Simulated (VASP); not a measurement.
A run of VASP 6.6.1 is set up as follows.

The input INCAR:

```
PREC     = Accurate       # precision mode
ENCUT    = 520            # plane-wave cutoff, eV
EDIFF    = 1E-6           # SCF threshold, eV
ISMEAR   = 0              # smearing method
SIGMA    = 0.15           # smearing width, eV
LREAL    = F              # projectors in reciprocal space
LASPH    = T              # aspherical terms in the spheres
NELM     = 100            # most SCF steps
ALGO     = Fast           # electronic algorithm
ISIF     = 2              # what is computed and relaxed
LWAVE    = F              # write WAVECAR
LCHARG   = F              # write CHGCAR
NBANDS   = 13             # bands
```

KPOINTS

```
Automatic mesh
0
Gamma
  14 14 14
```

File POSCAR:

```
CaMg
1.0
    3.9487831889      0.0000000000      0.0000000000
    0.0000000000      3.9487831889      0.0000000000
    0.0000000000      0.0000000000      3.6834249586
Ca Mg
1 1
Direct
    0.0000000000      0.0000000000      0.0000000000
    0.5000000000      0.5000000000      0.5000000000
```

Potentials or basis: VASP PAW LDA potentials, release 64 (Ca_sv, Mg).

The run is started by

```sh
$ cat potpaw_LDA.64/Ca_sv/POTCAR potpaw_LDA.64/Mg/POTCAR > POTCAR
$ mpirun -np 1 vasp_std > vasp.out
```

(1) Estimate the band gap on the k mesh.

(2) Estimate the pressure.

Answers

(1) zero (bands 6 and 7 overlap by 1.29 eV).

(2) -0.1 GPa.
